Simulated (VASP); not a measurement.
Input of a VASP 6.6.1 run:

File INCAR:

```
PREC = Accurate
ENCUT = 400
EDIFF = 1E-6
ISMEAR = 0
SIGMA = 0.005
LREAL = False
LASPH = True
NELM = 200
ALGO = Normal
ISIF = 2
LWAVE = False
LCHARG = False
ISPIN = 2
MAGMOM = 1
LORBIT = 11
GGA = PE
IVDW = 12
ISYM = 0
NBANDS = 14
GGA_COMPAT = False
NELMDL = -8
```

The input KPOINTS:

```
Automatic mesh
0
Gamma
  1 1 1
```

The input POSCAR:

```
Na
1.0
   15.0000000000      0.0000000000      0.0000000000
    0.0000000000     15.5000000000      0.0000000000
    0.0000000000      0.0000000000     16.0000000000
Na
1
Direct
    0.5000000000      0.5000000000      0.5000000000
```

Potentials or basis: VASP PAW PBE potentials, release 64 (Na_pv).

Launch:

```console
$ cat potpaw_PBE.64/Na_pv/POTCAR > POTCAR
$ mpirun -np 1 vasp_gam > vasp.out
```

**Question.** Predict the dispersion energy per atom.

**Answer.** 0.000 eV.

**Question.** Estimate the site moments.

**Answer.** Na +0.11 μB.
